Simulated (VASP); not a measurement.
# AlNi (Pm-3m) in VASP: further runs

Runs on AlNi. Level: r2SCAN. Tasks: relaxation of cell and atoms.

Everything below comes from runs of VASP 6.6.1. Logs are shortened: lines on timing, memory, paths and dates and some standing lists are left out, and cuts for length are marked.

## Step 1: The cell of the first run

The structure is cubic, space group Pm-3m (No. 221). Conventional cell: a = 2.863 Å, b = 2.863 Å, c = 2.863 Å, α = 90.00°, β = 90.00°, γ = 90.00°. Al (site symmetry m-3m) has 8 Ni at 2.48 Å and 6 Al at 2.86 Å within 3.3 Å. Within 3.3 Å of Ni (site symmetry m-3m) lie 8 Al at 2.48 Å and 6 Ni at 2.86 Å.

## Step 2: Relaxation of cell and atoms, r2SCAN

File POSCAR:

```
AlNi
1.0
    2.8631569681      0.0000000000      0.0000000000
    0.0000000000      2.8631569681      0.0000000000
    0.0000000000      0.0000000000      2.8631569681
Al Ni
1 1
Direct
    0.0000000000      0.0000000000      0.0000000000
    0.5000000000      0.5000000000      0.5000000000
```

File INCAR.step1:

```
SYSTEM = AlNi
PREC = Accurate
ENCUT = 600
ISMEAR = -1
SIGMA = 0.15
LREAL = .False.
LASPH = .True.
NELM = 80
GGA = PE
ALGO = Normal
EDIFF = 1E-4
LWAVE = .True.
LCHARG = .False.
```

File INCAR.step2:

```
SYSTEM = AlNi
PREC = Accurate
ENCUT = 600
EDIFF = 1E-6
ISMEAR = -1
SIGMA = 0.15
LREAL = .False.
LASPH = .True.
NELM = 80
ALGO = Normal
ISIF = 3
LWAVE = .False.
LCHARG = .False.
METAGGA = R2SCAN
LMIXTAU = .True.
IBRION = 2
NSW = 80
EDIFFG = -0.001
ISTART = 1
```

File KPOINTS:

```
Automatic mesh
0
Gamma
  14 14 14
  0 0 0
```

Potentials or basis: VASP PAW PBE potentials, release 64 (Al, Ni).

Started as:

```sh
$ cat potpaw_PBE.64/Al/POTCAR potpaw_PBE.64/Ni/POTCAR > POTCAR
$ cp INCAR.step1 INCAR
$ mpirun -np 1 vasp_std > vasp.out
$ cp INCAR.step2 INCAR
$ mpirun -np 1 vasp_std > vasp.out
```

OUTCAR:

```text
SYSTEM = AlNi
   PREC = Accurate
   ENCUT = 600
   EDIFF = 1E-6
   ISMEAR = -1
   LREAL = .False.
   LASPH = .True.
   NELM = 80
   ISIF = 3
   METAGGA = R2SCAN
   IBRION = 2
   NSW = 80
   EDIFFG = -0.001
   ISTART = 1

 ion  position               nearest neighbor table
   1  0.000  0.000  0.000-   2 2.48   2 2.48   2 2.48   2 2.48   2 2.48   2 2.48   2 2.48   2 2.48

   2  0.500  0.500  0.500-   1 2.48   1 2.48   1 2.48   1 2.48   1 2.48   1 2.48   1 2.48   1 2.48

  LATTYP: Found a simple cubic cell.
 ALAT       =     2.8631569681

  Lattice vectors:

 A1 = (   2.8631569681,   0.0000000000,   0.0000000000)
 A2 = (   0.0000000000,   2.8631569681,   0.0000000000)
 A3 = (   0.0000000000,   0.0000000000,   2.8631569681)

Analysis of symmetry for initial positions (statically):
=====================================================================
 Subroutine PRICEL returns:
 Original cell was already a primitive cell.

 Routine SETGRP: Setting up the symmetry group for a
 simple cubic supercell.

 Subroutine GETGRP returns: Found 48 space group operations
 (whereof 48 operations were pure point group operations)
 out of a pool of 48 trial point group operations.

The static configuration has the point symmetry O_h .

Analysis of symmetry for dynamics (positions and initial velocities):
=====================================================================
 Subroutine PRICEL returns:
 Original cell was already a primitive cell.

 Routine SETGRP: Setting up the symmetry group for a
 simple cubic supercell.

 Subroutine GETGRP returns: Found 48 space group operations
 (whereof 48 operations were pure point group operations)
 out of a pool of 48 trial point group operations.

The dynamic configuration has the point symmetry O_h .

 Subroutine INISYM returns: Found 48 space group operations
 (whereof 48 operations are pure point group operations),
 and found     1 'primitive' translations

----------------------------------------------------------------------------------------

                                     Primitive cell

  volume of cell :      23.4712

  direct lattice vectors                    reciprocal lattice vectors
     2.863156968  0.000000000  0.000000000     0.349264819  0.000000000  0.000000000
     0.000000000  2.863156968  0.000000000     0.000000000  0.349264819  0.000000000
     0.000000000  0.000000000  2.863156968     0.000000000  0.000000000  0.349264819

  length of vectors
     2.863156968  2.863156968  2.863156968     0.349264819  0.349264819  0.349264819
[... 108 lines left out ...]
   AEXX    =    0.0000 exact exchange contribution
   IVDW    =     0    specifies the selected vdW correction
   LEPSILON=     F    determine dielectric tensor
   LRPA    =     F    only Hartree local field effects (RPA)
 conjugate gradient relaxation of ions
 non-spin polarized calculation
  energy-cutoff  :      600.00
  volume of cell :       23.47
 maximum number of plane-waves:       804
 NGX is ok and might be reduce to    24
   NGX = 11   NGY = 11   NGZ = 11

--------------------------------------- Ionic step        1  -------------------------------------------

 number of electron      13.0000011 magnetization

 Free energy of the ion-electron system (eV)
  ---------------------------------------------------
  ext. energy  EPLUGINS =         0.00000000
  ---------------------------------------------------
  free energy    TOTEN  =       -20.09846390 eV

  energy without entropy =      -20.03738431  energy(sigma->0) =      -20.06792411

------------------------ aborting loop because EDIFF is reached ----------------------------------------

  FORCE on cell =-STRESS in cart. coord.  units (eV):
  Direction    XX          YY          ZZ          XY          YZ          ZX
  --------------------------------------------------------------------------------------
  -------------------------------------------------------------------------------------
  Total       -0.0138709     -0.0138709     -0.0138709     -0.0000000      0.0000000      0.0000000
  in kB       -0.9468470     -0.9468470     -0.9468470     -0.0000000      0.0000000      0.0000000
  external PRESSURE =      -0.9468470 kB  Pullay stress =       0.0000000 kB
[... 89 lines left out ...]
  FREE ENERGIE OF THE ION-ELECTRON SYSTEM (eV)
  ---------------------------------------------------
  free  energy   TOTEN  =       -20.0984692340 eV

  energy  without entropy=      -20.0374323105  energy(sigma->0) =      -20.06795077

[... ionic steps 4 to 23 ...]

--------------------------------------- Ionic step       24  -------------------------------------------

 number of electron      13.0000011 magnetization

------------------------ aborting loop because EDIFF is reached ----------------------------------------
[... 67 lines left out ...]
--------------------------------------- Ionic step       26  -------------------------------------------

 number of electron      13.0000011 magnetization

 Free energy of the ion-electron system (eV)
  ---------------------------------------------------
  ext. energy  EPLUGINS =         0.00000000
  ---------------------------------------------------
  free energy    TOTEN  =       -20.09846889 eV

  energy without entropy =      -20.03743350  energy(sigma->0) =      -20.06795120

 E-fermi :  10.1635     XC(G=0): -13.1172

 val. band max:       10.1488699313   @ k =   0.3571   0.2857   0.0714
 cond. band min:      10.2227615678   @ k =   0.3571   0.3571   0.1429
 fundamental gap:      0.0738916364
 Fermi energy:        10.1635093502

 k-point     1 :       0.0000    0.0000    0.0000
  band No.  band energies     occupation
      1      -1.7153      2.00000
      2       6.6962      2.00000
      3       6.6962      2.00000
      4       8.4895      1.99997
      5       8.4895      1.99997
      6       8.4895      1.99997
      7      16.1275      0.00000
      8      16.1275      0.00000
      9      16.1275      0.00000
     10      18.6048      0.00000
[... 287 lines left out ...]
 k-point    24 :       0.3571    0.2143    0.0000
  band No.  band energies     occupation
      1       1.5258      2.00000
      2       5.6173      2.00000
      3       7.0965      2.00000
      4       7.6702      2.00000
      5       7.9293      2.00000
      6       8.2850      1.99999
      7      10.0485      1.36548
      8      14.1875      0.00000
      9      18.4680      0.00000
     10      19.9955      0.00000

 [... further k-points ...]
[... 5 lines left out ...]
  --------------------------------------------------------------------------------------
  -------------------------------------------------------------------------------------
  Total        0.0011786      0.0011786      0.0011786     -0.0000000      0.0000000     -0.0000000
  in kB        0.0805253      0.0805253      0.0805253     -0.0000000      0.0000000     -0.0000000
  external PRESSURE =       0.0805253 kB  Pullay stress =       0.0000000 kB
[... 17 lines left out ...]
  FREE ENERGIE OF THE ION-ELECTRON SYSTEM (eV)
  ---------------------------------------------------
  free  energy   TOTEN  =       -20.0984688923 eV

  energy  without entropy=      -20.0374335011  energy(sigma->0) =      -20.06795120

 reached required accuracy - stopping structural energy minimisation
```

OSZICAR.step1:

```text
N       E                     dE             d eps       ncg     rms          rms(c)
DAV:   1     0.431149905760E+02    0.43115E+02   -0.63753E+03  2424   0.155E+03
DAV:   2    -0.105972761126E+02   -0.53712E+02   -0.51017E+02  2404   0.218E+02
DAV:   3    -0.120148266562E+02   -0.14176E+01   -0.13989E+01  2898   0.450E+01
DAV:   4    -0.120379305093E+02   -0.23104E-01   -0.23086E-01  2866   0.516E+00
DAV:   5    -0.120386189234E+02   -0.68841E-03   -0.68839E-03  2746   0.935E-01    0.122E+01
DAV:   6    -0.138809648973E+02   -0.18423E+01   -0.58135E+01  2674   0.134E+02    0.156E+01
DAV:   7    -0.105778008313E+02    0.33032E+01   -0.16686E+01  2646   0.796E+01    0.103E+00
DAV:   8    -0.105717740113E+02    0.60268E-02   -0.39829E-01  2988   0.812E+00    0.103E+00
DAV:   9    -0.105577280364E+02    0.14046E-01   -0.57048E-02  2824   0.396E+00    0.190E-01
DAV:  10    -0.105573236667E+02    0.40437E-03   -0.17658E-03  2830   0.684E-01    0.782E-02
DAV:  11    -0.105573215851E+02    0.20817E-05   -0.38154E-05  1302   0.653E-02
   1 F= -.10557322E+02 E0= -.10526066E+02  d E =-.625116E-01
```

Wall time 16 min (1 thread of Intel Xeon 8259CL, shared host); peak memory 0.18 GiB.

What came out:

```
Free energy                           : -20.0985 eV
Relaxed volume                        : 11.73 Å³/atom
Relaxed cell                          : a = 2.862 Å, b = 2.862 Å, c = 2.862 Å, α = 90.00°, β = 90.00°, γ = 90.00°
Space group after relaxing (to 0.1 Å) : Pm-3m (No. 221)
Energy gained by relaxing             : 0.0 meV/atom
Ionic steps                           : 26
Pressure after relaxing               : 0.0 GPa
Band gap on the k mesh                : zero (an odd number of electrons rules out a gap without spin polarisation)
```

Final structure:
```
CELL_PARAMETERS angstrom
2.86229 0.00000 0.00000
0.00000 2.86229 0.00000
0.00000 0.00000 2.86229
ATOMIC_POSITIONS crystal
Al 0.00000 0.00000 0.00000
Ni 0.50000 0.50000 0.50000
```

Levels at points of the mesh, in eV from the Fermi level:
```csv
k point,band 3,band 4,band 5,band 6,band 7,band 8,band 9,band 10
"(0.00, 0.00, 0.00)",-3.47,-1.67,-1.67,-1.67,5.96,5.96,5.96,8.44
"(0.50, 0.00, 0.00)",-2.94,-2.42,-2.42,-1.58,-0.68,8.65,10.64,10.64
"(0.50, 0.50, 0.00)",-3.17,-3.17,-2.25,-2.25,-1.08,1.60,2.78,13.50
"(0.50, 0.50, 0.50)",-4.42,-1.05,-1.05,2.00,2.00,2.00,4.64,4.70
```

Caveat: the PAW data sets were made with another functional, which shifts forces and pressure a little.

## Step 3: Relaxation of cell and atoms, r2SCAN

This run uses another cell than the first one, of 11.96 Å³/atom.

File POSCAR:

```
AlNi
1.0
    2.8810000000      0.0000000000      0.0000000000
    0.0000000000      2.8810000000      0.0000000000
    0.0000000000      0.0000000000      2.8810000000
Al Ni
1 1
Direct
    0.0000000000      0.0000000000      0.0000000000
    0.5000000000      0.5000000000      0.5000000000
```

File INCAR.step1:

```
SYSTEM = AlNi
ALGO = Normal
EDIFF = 1E-4
ENCUT = 600
GGA = PE
ISMEAR = 0
LASPH = .TRUE.
LCHARG = .FALSE.
LREAL = .FALSE.
LWAVE = .TRUE.
NELM = 60
PREC = Accurate
SIGMA = 0.1
```

File INCAR.step2:

```
SYSTEM = AlNi
ALGO = Normal
EDIFF = 1E-6
EDIFFG = -0.005
ENCUT = 600
IBRION = 2
ISIF = 3
ISMEAR = 0
ISTART = 1
LASPH = .TRUE.
LCHARG = .FALSE.
LMIXTAU = .TRUE.
LREAL = .FALSE.
LWAVE = .FALSE.
METAGGA = R2SCAN
NELM = 60
NSW = 100
PREC = Accurate
SIGMA = 0.1
```

File KPOINTS:

```
k-points
0
G
  14 14 14
  0 0 0
```

Potentials or basis: VASP PAW PBE potentials, release 64 (Al, Ni).

Started as:

```sh
$ cat potpaw_PBE.64/Al/POTCAR potpaw_PBE.64/Ni/POTCAR > POTCAR
$ cp INCAR.step1 INCAR
$ mpirun -np 1 vasp_std > vasp.out
$ cp INCAR.step2 INCAR
$ mpirun -np 1 vasp_std > vasp.out
```

Run time: 7.6 min. Hardware: 1 thread of Intel Xeon 8259CL, shared host; peak memory 0.18 GiB.

Results (log left out):

```yaml
Free_energy: -20.0692 eV
Relaxed_volume: 11.72 Å³/atom
Relaxed_cell: a = 2.862 Å, b = 2.862 Å, c = 2.862 Å, α = 90.00°, β = 90.00°, γ = 90.00°
Space_group_after_relaxing_to_0.1_Å: Pm-3m (No. 221)
Energy_gained_by_relaxing: 2.6 meV/atom
Ionic_steps: 12
Pressure_after_relaxing: -0.1 GPa
Band_gap_on_the_k_mesh: zero (an odd number of electrons rules out a gap without spin polarisation)
```

Step by step:
| step | energy change (eV) | largest force (eV/Å) | pressure (GPa) | volume (Å³) |
| --- | --- | --- | --- | --- |
| 1 | 0.0000 | 0.0000 | -3.52 | 23.91 |
| 2 | -0.0009 | 0.0000 | 3.39 | 23.01 |
| 3 | -0.0052 | 0.0000 | 0.08 | 23.44 |
| 4 | -0.0052 | 0.0000 | -0.09 | 23.45 |
| 5 | -0.0052 | 0.0000 | 0.18 | 23.45 |
| 6 | -0.0052 | 0.0000 | -0.23 | 23.45 |
| 7 | -0.0052 | 0.0000 | -0.08 | 23.45 |
| 8 | -0.0052 | 0.0000 | -0.08 | 23.45 |
| 9 | -0.0052 | 0.0000 | -0.08 | 23.45 |
| 10 | -0.0052 | 0.0000 | -0.08 | 23.45 |
| 11 | -0.0052 | 0.0000 | -0.08 | 23.45 |
| 12 | -0.0052 | 0.0000 | -0.07 | 23.45 |

Final structure:
```
Al Ni
1.0
     2.86214    0.00000    0.00000
     0.00000    2.86214    0.00000
     0.00000    0.00000    2.86214
Al Ni
1 1
Direct
  0.00000 0.00000 0.00000
  0.50000 0.50000 0.50000
```

Levels at points of the mesh, in eV from the Fermi level:
```
           k point  band 4  band 5  band 6  band 7  band 8  band 9  band 10
(0.00, 0.00, 0.00)   -1.61   -1.61   -1.61    6.01    6.01    6.01     8.49
(0.50, 0.00, 0.00)   -2.36   -2.36   -1.52   -0.63    8.70   10.69    10.69
(0.50, 0.50, 0.00)   -3.13   -2.19   -2.19   -1.03    1.65    2.83    13.54
(0.50, 0.50, 0.50)   -0.99   -0.99    2.05    2.05    2.05    4.68     4.75
```

Caveat: the PAW data sets were made with another functional, which shifts forces and pressure a little.

The gap in the log of VASP goes by the Fermi energy; the results here count the filled bands.